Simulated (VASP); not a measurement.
## Sb: single point with PBE

The system is Sb.

```
Sb
1.0
     3.12240    0.00000    0.00000
     0.00000    4.34752    0.00000
    -0.03891    0.00000    4.40585
Sb
2
Direct
  0.98861 0.75000 0.75883
  0.01139 0.25000 0.24117
```

```
Program                : VASP 6.6.1
Task                   : single point
Functional             : PBE
Potentials or basis    : VASP PAW PBE potentials, release 64 (Sb)
Cutoff                 : 500 eV
k mesh                 : 6 × 4 × 4
Occupations            : methfessel-paxton, width 0.136057 eV
Spin                   : no spin polarisation
Dipole correction      : no
Further INCAR settings : ALGO = Normal; EDIFF = 1e-06; NBANDS = 12
```

| Item | Value |
| --- | --- |
| Pressure | 0.8 GPa |
| Largest force | 0.069 eV/Å |
| Band gap on the k mesh | zero (band 5 reaches 12.22 eV, above the bottom of band 6 at 3.63 eV) |

Forces in eV/Å, atoms in the order of the input:
```
Sb   0.029  0.000 -0.063
Sb  -0.029  0.000  0.063
```

Stress tensor (GPa, compression positive):
```
-3.36  0.00  0.02
 0.00  3.09  0.00
 0.02  0.00  2.64
```

Levels at points of the mesh, in eV from the Fermi level:
```
           k point  band 2  band 3  band 4  band 5  band 6  band 7  band 8  band 9
(0.00, 0.00, 0.00)   -7.23   -3.49   -3.36    2.21    3.18    3.40    3.54    6.77
(0.50, 0.00, 0.00)   -5.49   -4.44   -1.64   -1.51   -1.44    4.62    4.91    4.92
(0.00, 0.50, 0.00)  -10.50   -1.35   -1.35   -0.76   -0.76    4.86    4.86    8.25
(0.50, 0.50, 0.00)   -8.12   -3.82   -3.82    0.60    0.60    1.59    1.59    5.65
(0.00, 0.00, 0.50)  -10.32   -1.44   -0.91   -0.79   -0.64    4.65    5.03    7.92
(0.50, 0.00, 0.50)   -7.92   -4.00   -3.69    0.45    1.04    1.62    1.71    5.61
(0.00, 0.50, 0.50)   -9.85   -5.48   -5.48    5.20    5.20    5.46    5.46    9.05
(0.50, 0.50, 0.50)   -7.37   -3.50   -3.50   -3.39   -3.39    2.25    2.25    7.45
```

It took 10 s on 1 thread of Intel Xeon 6975P-C (shared host), peak memory 0.17 GiB.

Caveat: the k points lie up to 0.36 Å⁻¹ apart; spin-orbit coupling is left out, which moves the levels of the heavy elements.
